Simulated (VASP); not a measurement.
# TePb (R3m) in VASP: notebook, part 2 of 2

VASP 6.6.1. Earlier steps stand in the parts before.

### Step 3. Single point, PBE

This run uses another cell than the first one, of 35.50 Å³/atom.

INCAR reads:

```
  ALGO = Normal
  EDIFF = 1E-7
  ENCUT = 520
  GGA = PE
  ISIF = 2
  ISMEAR = -1
  LASPH = T
  LCHARG = F
  LREAL = F
  LWAVE = F
  NBANDS = 17
  NELM = 60
  PREC = Accurate
  SIGMA = 0.02
```

KPOINTS reads:

```
k-points
0
Gamma
  6 6 6
```

POSCAR reads:

```
TePb
1.0
    2.3237242074      1.3416027950      3.7954485341
   -2.3237242074      1.3416027950      3.7954485341
    0.0000000000     -2.6832055949      3.7954485324
Pb Te
1 1
Direct
    1.0082603663      1.0082603663      1.0082603663
    0.5127396337      0.5127396337      0.5127396337
```

Potentials or basis: VASP PAW PBE potentials, release 64 (Pb_d, Te).

Launch:

```console
$ cat potpaw_PBE.64/Pb_d/POTCAR potpaw_PBE.64/Te/POTCAR > POTCAR
$ mpirun -np 1 vasp_std > vasp.out
```

Run time: 34 s. Hardware: 1 thread of Intel Xeon Platinum 8259CL at 2.50GHz (Skylake/Cascade Lake), shared host; peak memory 0.21 GiB.

Results (log left out):

| Quantity | Value |
| --- | --- |
| Free energy | -7.5238 eV |
| Pressure | -0.1 GPa |
| Band gap on the k mesh | 0.84 eV |

Levels at points of the mesh, in eV from the valence-band top:
```
           k point  band 8  band 9  band 10  band 11  band 12  band 13
(0.00, 0.00, 0.00)   -1.15   -1.15    -1.14     4.01     4.02     4.02
(0.50, 0.00, 0.00)   -0.73   -0.73     0.00     0.84     1.41     1.41
(0.50, 0.50, 0.00)   -4.09   -2.50    -2.50     3.51     5.30     5.31
(0.50, 0.50, 0.50)   -0.73   -0.73    -0.01     0.85     1.41     1.41
```

Caveat: spin-orbit coupling is left out, which moves the levels of the heavy elements. A k mesh can miss the band edges.

### Step 4. Single point, r2SCAN

This run uses another cell than the first one, of 34.92 Å³/atom.

POSCAR reads:

```
TePb
1.0
    2.3105766187      1.3340120312      3.7765328392
   -2.3105766187      1.3340120312      3.7765328392
    0.0000000000     -2.6680240671      3.7765328375
Pb Te
1 1
Direct
    1.0081646271      1.0081646271      1.0081646271
    0.5128353729      0.5128353729      0.5128353729
```

INCAR.step1 reads:

```
SYSTEM = TePb
ALGO = Normal
EDIFF = 1E-4
ENCUT = 520
GGA = PE
ISMEAR = -1
LASPH = .True.
LCHARG = .False.
LREAL = .False.
LWAVE = .True.
NBANDS = 17
NELM = 80
PREC = Accurate
SIGMA = 0.02
```

INCAR.step2 reads:

```
SYSTEM = TePb
ALGO = Normal
EDIFF = 1E-6
ENCUT = 520
ISIF = 2
ISMEAR = -1
ISTART = 1
LASPH = .True.
LCHARG = .False.
LMIXTAU = .True.
LREAL = .False.
LWAVE = .False.
METAGGA = R2SCAN
NBANDS = 17
NELM = 80
PREC = Accurate
SIGMA = 0.02
```

KPOINTS reads:

```
k-points
0
Gamma
  6 6 6
  0 0 0
```

Potentials or basis: VASP PAW PBE potentials, release 64 (Pb_d, Te).

Launch:

```console
$ cat potpaw_PBE.64/Pb_d/POTCAR potpaw_PBE.64/Te/POTCAR > POTCAR
$ cp INCAR.step1 INCAR
$ mpirun -np 1 vasp_std > vasp.out
$ cp INCAR.step2 INCAR
$ mpirun -np 1 vasp_std > vasp.out
```

OUTCAR:

```text
SYSTEM = TePb
   EDIFF = 1E-6
   ENCUT = 520
   ISIF = 2
   ISMEAR = -1
   ISTART = 1
   LASPH = .True.
   LREAL = .False.
   METAGGA = R2SCAN
   NELM = 80
   PREC = Accurate

 ion  position               nearest neighbor table
   1  0.008  0.008  0.008-   2 3.24   2 3.24   2 3.24   2 3.30   2 3.30   2 3.30
   2  0.513  0.513  0.513-   1 3.24   1 3.24   1 3.24   1 3.30   1 3.30   1 3.30

  LATTYP: Found a trigonal (rhomboedric) cell.
 ALAT       =     4.6239109740
 COS(alpha) =     0.5005962300

  Lattice vectors:

[... 668 lines left out ...]

  FORCE on cell =-STRESS in cart. coord.  units (eV):
  Direction    XX          YY          ZZ          XY          YZ          ZX
  --------------------------------------------------------------------------------------
  -------------------------------------------------------------------------------------
  Total       -0.0071137     -0.0071137     -0.0050506      0.0000000     -0.0000000      0.0000000
  in kB       -0.1631850     -0.1631850     -0.1158579      0.0000000     -0.0000000      0.0000000
  external PRESSURE =      -0.1474093 kB  Pullay stress =       0.0000000 kB

 VOLUME and BASIS-vectors are now :
 -----------------------------------------------------------------------------
  energy-cutoff  :      520.00
  volume of cell :       69.84
      direct lattice vectors                 reciprocal lattice vectors
     2.310576619  1.334012031  3.776532839     0.216396200  0.124936404  0.088264381
    -2.310576619  1.334012031  3.776532839    -0.216396200  0.124936404  0.088264381
     0.000000000 -2.668024067  3.776532838     0.000000000 -0.249872809  0.088264381

 POSITION                                       TOTAL-FORCE (eV/Angst)
 -----------------------------------------------------------------------------------
      0.00000     -0.00000      0.09250         0.000000      0.000000     -0.000014
      0.00000     -0.00000      5.81022         0.000000     -0.000000      0.000014
 -----------------------------------------------------------------------------------
    total drift:                               -0.000000      0.000000     -0.000173

  FREE ENERGIE OF THE ION-ELECTRON SYSTEM (eV)
  ---------------------------------------------------
  free  energy   TOTEN  =       -82.7064150106 eV

  energy  without entropy=      -82.7064150106  energy(sigma->0) =      -82.70641501
```

OSZICAR.step1:

```text
N       E                     dE             d eps       ncg     rms          rms(c)
DAV:   1     0.149010615097E+03    0.14901E+03   -0.91184E+03  1088   0.114E+03
DAV:   2     0.256372893698E+01   -0.14645E+03   -0.14256E+03  1164   0.290E+02
DAV:   3    -0.737134449786E+01   -0.99351E+01   -0.98883E+01  1363   0.826E+01
DAV:   4    -0.764823537707E+01   -0.27689E+00   -0.27675E+00  1431   0.156E+01
DAV:   5    -0.765850278324E+01   -0.10267E-01   -0.10267E-01  1557   0.260E+00    0.312E+00
DAV:   6    -0.752333016604E+01    0.13517E+00   -0.30118E-01  1541   0.372E+00    0.191E+00
DAV:   7    -0.751974017947E+01    0.35900E-02   -0.87054E-02  1349   0.139E+00    0.910E-01
DAV:   8    -0.752195683777E+01   -0.22167E-02   -0.10431E-02  1298   0.103E+00    0.161E-01
DAV:   9    -0.752174518565E+01    0.21165E-03   -0.15550E-03  1504   0.411E-01    0.703E-02
DAV:  10    -0.752179218602E+01   -0.47000E-04   -0.17392E-04  1087   0.962E-02
   1 F= -.75217922E+01 E0= -.75217922E+01  d E =-.439834E-10
```

It took 1.8 min on 1 thread of Intel Xeon Platinum 8259CL at 2.50GHz (Skylake/Cascade Lake), shared host; peak memory 0.23 GiB.

What came out:

| Quantity | Value |
| --- | --- |
| Free energy | -82.7064 eV |
| Pressure | 0.0 GPa |
| Band gap on the k mesh | 1.10 eV |

Levels at points of the mesh, in eV from the valence-band top:
```tsv
k point	band 7	band 8	band 9	band 10	band 11	band 12	band 13	band 14
(0.00, 0.00, 0.00)	-5.72	-1.35	-1.35	-1.35	4.30	4.32	4.32	6.28
(0.50, 0.00, 0.00)	-8.70	-0.90	-0.90	0.00	1.10	1.52	1.53	8.91
(0.50, 0.50, 0.00)	-7.44	-4.40	-2.75	-2.75	3.73	5.71	5.72	6.97
(0.50, 0.50, 0.50)	-8.69	-0.90	-0.90	0.00	1.11	1.52	1.52	8.88
```

Caveat: the PAW data sets were made with another functional, which shifts forces and pressure a little; spin-orbit coupling is left out, which moves the levels of the heavy elements. A k mesh can miss the band edges.

### Step 5. Single point, PBE

This run uses another cell than the first one, of 34.92 Å³/atom.

INCAR reads:

```
SYSTEM = TePb
ALGO = Normal ; EDIFF = 1E-7
ENCUT = 520 ; GGA = PE
ISIF = 2 ; ISMEAR = -1
LASPH = .TRUE. ; LCHARG = .TRUE.
LELF = .TRUE. ; LREAL = .FALSE.
LVHAR = .TRUE. ; LWAVE = .FALSE.
NBANDS = 17 ; NELM = 60
PREC = Accurate ; SIGMA = 0.02
```

KPOINTS reads:

```
k-points
0
G
  8 8 8
  0 0 0
```

POSCAR is that of step 4.

Launch:

```console
$ cat potpaw_PBE.64/Pb_d/POTCAR potpaw_PBE.64/Te/POTCAR > POTCAR
$ mpirun -np 1 vasp_std > vasp.out
```

It took 62 s on 1 thread of Intel Xeon Platinum 8259CL at 2.50GHz (Skylake/Cascade Lake), shared host; peak memory 0.25 GiB.

The run converged. Its results:

```
Free energy            : -7.5207 eV
Pressure               : 0.6 GPa
Largest force          : 0.016 eV/Å
Band gap on the k mesh : 0.81 eV
```

Forces on the atoms (eV/Å):
```
Pb   0.000  0.000  0.016
Te   0.000  0.000 -0.016
```

Levels at points of the mesh, in eV from the valence-band top:
```csv
k point,band 7,band 8,band 9,band 10,band 11,band 12,band 13,band 14
"(0.00, 0.00, 0.00)",-5.67,-1.21,-1.21,-1.21,4.03,4.04,4.04,5.89
"(0.50, 0.00, 0.00)",-8.40,-0.78,-0.78,0.00,0.81,1.37,1.38,8.36
"(0.50, 0.50, 0.00)",-7.24,-4.22,-2.59,-2.59,3.44,5.36,5.37,6.52
"(0.50, 0.50, 0.50)",-8.39,-0.77,-0.77,-0.01,0.83,1.37,1.37,8.33
```

Caveat: spin-orbit coupling is left out, which moves the levels of the heavy elements. A k mesh can miss the band edges.

### Step 6. The runs side by side

```csv
level,cell,k mesh,gap on the mesh (eV),pressure (GPa)
PBEsol,"a = 4.558 Å, angles 60.0°, 2 atoms, atomic positions A",6 × 6 × 6,0.64,0.0
PBE,"a = 4.648 Å, angles 60.0°, 2 atoms, atomic positions B",6 × 6 × 6,0.84,-0.1
r2SCAN,"a = 4.624 Å, angles 60.0°, 2 atoms, atomic positions B",6 × 6 × 6,1.10,0.0
PBE,"a = 4.624 Å, angles 60.0°, 2 atoms, atomic positions B",8 × 8 × 8,0.81,0.6
```

Alike in all rows: task single point; potentials or basis VASP PAW PBE potentials, release 64 (Pb_d, Te); no spin polarisation; cutoff (eV) 520; smearing fermi-dirac 0.02 eV.

Caveats: spin-orbit coupling is left out, which moves the levels of the heavy elements; the PAW data sets were made with another functional, which shifts forces and pressure a little (at least some runs).

Absolute energies hang on the potentials; compare differences alone.
